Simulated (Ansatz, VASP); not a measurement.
## Two plane-wave programs on RbBr

```xyz
2
Lattice="4.2292 0.0000 0.0000 0.0000 4.2292 0.0000 0.0000 0.0000 4.3324" Properties=species:S:1:pos:R:3 pbc="T T T"
Rb    0.0000    0.0000    0.0000
Br    2.1146    2.1146    2.1662
```

Change from the starting cell: strain +0.025 along x and y, +0.050 along z, atoms carried along.

Alike in both runs: task single point; functional PBEsol; k mesh 6 × 6 × 6; occupations gaussian, width 0.05 eV; no spin polarisation.

|  | VASP | Ansatz |
| --- | --- | --- |
| version | VASP 6.6.1 | Ansatz 0.2.0 |
| potentials or method | VASP PAW PBE potentials, release 64 (Rb_sv, Br), cutoff 520 eV | scalar-relativistic, plane waves, PAW |
| valence electrons in the cell | 16 | 16 |

|  | VASP | Ansatz | Ansatz less VASP |
| --- | --- | --- | --- |
| gap on the k mesh at the Fermi level (eV) | 3.58 | 3.58 | 0.000 |
| least direct gap on the mesh (eV) | 3.73 | 3.73 | 0.000 |
| pressure (GPa) | -1.6 | -1.6 | -0.03 |
| traceless stress, the component that is largest in VASP (GPa) | -0.42 | -0.42 | 0.000 |

VASP's potentials were made for PBE, not for PBEsol.
